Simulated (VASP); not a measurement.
# Ce (Fm-3m) in VASP: further runs, part 2 of 2

VASP 6.6.1. Earlier steps stand in the parts before.

### Step 4. Single point, PBEsol, collinear spin, ferromagnetic start

Input file INCAR:

```
SYSTEM = Ce
PREC = Accurate
ENCUT = 520
EDIFF = 1E-6
ISMEAR = -1
SIGMA = 0.05
LREAL = .FALSE.
LASPH = .TRUE.
NELM = 150
ALGO = Normal
ISIF = 2
LWAVE = .FALSE.
LCHARG = .FALSE.
ISPIN = 2
MAGMOM = 2.5
LORBIT = 11
LMAXMIX = 6
GGA = PS
NBANDS = 16
```

Input file KPOINTS:

```
Automatic mesh
0
G
  9 9 9
  0 0 0
```

Input file POSCAR:

```
Ce
1.0
    0.0000000000      2.5806000000      2.5806000000
    2.5806000000      0.0000000000      2.5806000000
    2.5806000000      2.5806000000      0.0000000000
Ce
1
Direct
    0.0000000000      0.0000000000      0.0000000000
```

Potentials or basis: VASP PAW PBE potentials, release 64 (Ce).

On the command line:

```bash
$ cat potpaw_PBE.64/Ce/POTCAR > POTCAR
$ mpirun -np 1 vasp_std > vasp.out
```

OUTCAR:

```text
SYSTEM = Ce
   PREC = Accurate
   ENCUT = 520
   EDIFF = 1E-6
   ISMEAR = -1
   LREAL = .FALSE.
   LASPH = .TRUE.
   NELM = 150
   ISIF = 2
   ISPIN = 2
   LORBIT = 11
   GGA = PS

 ion  position               nearest neighbor table
   1  0.000  0.000  0.000-

  LATTYP: Found a face centered cubic cell.
 ALAT       =     5.1612000000

  Lattice vectors:

 A1 = (   0.0000000000,   2.5806000000,   2.5806000000)
 A2 = (   2.5806000000,   0.0000000000,   2.5806000000)
 A3 = (   2.5806000000,   2.5806000000,   0.0000000000)

Analysis of symmetry for initial positions (statically):
=====================================================================
 Subroutine PRICEL returns:
 Original cell was already a primitive cell.

 Routine SETGRP: Setting up the symmetry group for a
 face centered cubic supercell.

 Subroutine GETGRP returns: Found 48 space group operations
 (whereof 48 operations were pure point group operations)
 out of a pool of 48 trial point group operations.

The static configuration has the point symmetry O_h .

Analysis of symmetry for dynamics (positions and initial velocities):
=====================================================================
 Subroutine PRICEL returns:
 Original cell was already a primitive cell.

[... 630 lines left out ...]

 [... further k-points ...]

 spin component 2

 k-point     1 :       0.0000    0.0000    0.0000
  band No.  band energies     occupation
      1     -27.8216      1.00000
      2      -9.8270      1.00000
      3      -9.8270      1.00000
      4      -9.8270      1.00000
      5       3.5000      1.00000
      6       6.9510      0.00877
[... 435 lines left out ...]
      5       4.8583      1.00000
      6       5.4817      1.00000
[... 8 lines left out ...]
     15      12.9146      0.00000
     16      13.1899      0.00000

 [... further k-points ...]
[... 5 lines left out ...]
  --------------------------------------------------------------------------------------
  -------------------------------------------------------------------------------------
  Total       -1.6761702     -1.6761702     -1.6761702     -0.0000000     -0.0000000     -0.0000000
  in kB      -78.1333830    -78.1333830    -78.1333830     -0.0000000     -0.0000000     -0.0000000
  external PRESSURE =     -78.1333830 kB  Pullay stress =       0.0000000 kB

 VOLUME and BASIS-vectors are now :
 -----------------------------------------------------------------------------
  energy-cutoff  :      520.00
  volume of cell :       34.37
      direct lattice vectors                 reciprocal lattice vectors
     0.000000000  2.580600000  2.580600000    -0.193753391  0.193753391  0.193753391
     2.580600000  0.000000000  2.580600000     0.193753391 -0.193753391  0.193753391
     2.580600000  2.580600000  0.000000000     0.193753391  0.193753391 -0.193753391

 POSITION                                       TOTAL-FORCE (eV/Angst)
 -----------------------------------------------------------------------------------
      0.00000      0.00000      0.00000         0.000000      0.000000     -0.000000
 -----------------------------------------------------------------------------------
    total drift:                                0.000000     -0.000000     -0.000000

  FREE ENERGIE OF THE ION-ELECTRON SYSTEM (eV)
  ---------------------------------------------------
  free  energy   TOTEN  =        -6.2417282878 eV

  energy  without entropy=       -6.2014181530  energy(sigma->0) =       -6.22157322

 total charge

# of ion       s       p       d       f       tot
--------------------------------------------------
    1        2.081   5.595   0.959   0.995   9.629

 magnetization (x)

# of ion       s       p       d       f       tot
--------------------------------------------------
    1        0.005   0.004   0.047   0.555   0.611
```

stdout:

```text
POSCAR found type information on POSCAR Ce
 POSCAR found :  1 types and       1 ions
 scaLAPACK will be used
 -----------------------------------------------------------------------------
|                                                                             |
|                                                                             |
|     You enforced a specific xc type in the INCAR file but a different       |
|     I HOPE YOU KNOW WHAT YOU ARE DOING!                                     |
|                                                                             |
 -----------------------------------------------------------------------------

 LDA part: xc-table for (Slater+PW92), standard interpolation
 POSCAR, INCAR and KPOINTS ok, starting setup
 FFT: planning ... GRIDC
 FFT: planning ... GRID_SOFT
 FFT: planning ... GRID
 WAVECAR not read
 entering main loop
```

It took 2.3 min on 1 thread of AMD EPYC 7R13, shared host; peak memory 0.17 GiB.

Results:

```
Free energy                                           : -6.2417 eV
Pressure                                              : -7.8 GPa
Net moment                                            : 0.74 μB per cell
Site moments                                          : Ce +0.61 μB
Valence electrons inside the program's atomic spheres : Ce 9.63
```

Levels at points of the mesh, in eV from the Fermi level:
Spin up:
```
           k point  band 2  band 3  band 4  band 5  band 6  band 7  band 8  band 9  band 10  band 11
(0.00, 0.00, 0.00)  -16.79  -16.79  -16.79   -3.41   -0.22    0.13    0.13    0.13     0.65     0.65
```
Spin down:
```tsv
k point	band 3	band 4	band 5	band 6	band 7	band 8	band 9	band 10
(0.00, 0.00, 0.00)	-16.54	-16.54	-3.21	0.24	0.55	0.55	0.55	0.94
```

Caveat: the magnetic or orbital state may not be the lowest; the PAW data sets were made with another functional, which shifts forces and pressure a little; spin-orbit coupling is left out, which moves the levels of the heavy elements.

### Step 5. Single point, PBEsol, collinear spin, ferromagnetic start

This run uses another cell than the first one, of 35.75 Å³/atom, 1.040 times its volume.

Input file INCAR:

```
  PREC = Accurate
  ENCUT = 500
  EDIFF = 1E-6
  ISMEAR = -1
  SIGMA = 0.05
  LREAL = F
  LASPH = T
  NELM = 200
  ALGO = Normal
  ISIF = 2
  LWAVE = F
  LCHARG = F
  ISPIN = 2
  MAGMOM = 1
  LORBIT = 11
  LMAXMIX = 6
  GGA = PS
  NBANDS = 16
  GGA_COMPAT = F
```

Input file KPOINTS:

```
regular mesh
0
Gamma
  9 9 9
```

Input file POSCAR:

```
Ce
1.0
    0.0000000000      2.6145591575      2.6145591575
    2.6145591575      0.0000000000      2.6145591575
    2.6145591575      2.6145591575      0.0000000000
Ce
1
Direct
    0.0000000000      0.0000000000      0.0000000000
```

On the command line:

```bash
$ cat potpaw_PBE.64/Ce/POTCAR > POTCAR
$ mpirun -np 1 vasp_std > vasp.out
```

It took 26 s on 1 thread of Intel Xeon 6975P-C (Granite Rapids), shared host; peak memory 0.2 GiB.

The run converged. Its results:

- Free energy: -6.1759 eV
- Pressure: -7.8 GPa
- Net moment: 0.92 μB per cell
- Site moments: Ce +0.76 μB
- Valence electrons inside the program's atomic spheres: Ce 9.60

Levels at points of the mesh, in eV from the Fermi level:
Spin up:
```tsv
k point	band 2	band 3	band 4	band 5	band 6	band 7	band 8	band 9	band 10	band 11
(0.00, 0.00, 0.00)	-16.92	-16.92	-16.92	-3.47	-0.25	0.10	0.10	0.10	0.60	0.60
```
Spin down:
```
           k point  band 1  band 2  band 3  band 4  band 5  band 6  band 7  band 8  band 9  band 10
(0.00, 0.00, 0.00)  -34.51  -16.61  -16.61  -16.61   -3.22    0.33    0.62    0.62    0.62     0.96
```

Caveat: the magnetic or orbital state may not be the lowest; the PAW data sets were made with another functional, which shifts forces and pressure a little; spin-orbit coupling is left out, which moves the levels of the heavy elements.
